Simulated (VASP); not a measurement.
Wanted: the native input for a VASP 6.6.1 run.

* Task: single point
* Functional: PBE
* Potentials or basis: VASP PAW PBE potentials, release 64 (H)
* Cutoff: 520 eV
* k mesh: 9 × 9 × 6
* Occupations: gaussian, width 0.05 eV
* Spin: no spin polarisation
* Dipole correction: no
* Further INCAR settings: ALGO = Normal; EDIFF = 1e-06; NBANDS = 10

The structure of H lies in POSCAR:

```
H
1.0
    3.6137010833      0.0000000000      0.0000000000
   -1.8068505416      3.1295569398      0.0000000000
    0.0000000000      0.0000000000      5.6989084129
H
4
Direct
    0.3333333333      0.6666666667      0.1764958800
    0.6666666667      0.3333333333      0.6764958800
    0.6666666667      0.3333333333      0.8235041200
    0.3333333333      0.6666666667      0.3235041200
```

This cell differs from its parent crystal: ratio of the length along z to the lengths across it x 1.2, volume and fractional coordinates fixed.

These files were run (other wordings do the same):

INCAR

```
SYSTEM = H
PREC = Accurate
ENCUT = 520
EDIFF = 1E-6
ISMEAR = 0
SIGMA = 0.05
LREAL = .FALSE.
LASPH = .TRUE.
NELM = 80
ALGO = Normal
ISIF = 2
LWAVE = .FALSE.
LCHARG = .FALSE.
GGA = PE
NBANDS = 10
```

KPOINTS

```
Automatic mesh
0
G
  9 9 6
  0 0 0
```

Potentials or basis: VASP PAW PBE potentials, release 64 (H).

Run with:

```sh
$ cat potpaw_PBE.64/H/POTCAR > POTCAR
$ mpirun -np 1 vasp_std > vasp.out
```

It gave:

```json
{
 "Pressure": "-3.3 GPa",
 "Largest force": "2.298 eV/Å",
 "Band gap on the k mesh": "7.80 eV, indirect (least direct gap 7.90 eV)"
}
```

Caveat: forces of over 1 eV/Å act on the atoms, so gaps and moduli don't describe the material at rest.

It took 49 s on 1 thread of AMD EPYC 7R13, with other jobs on the host, peak memory 0.14 GiB.
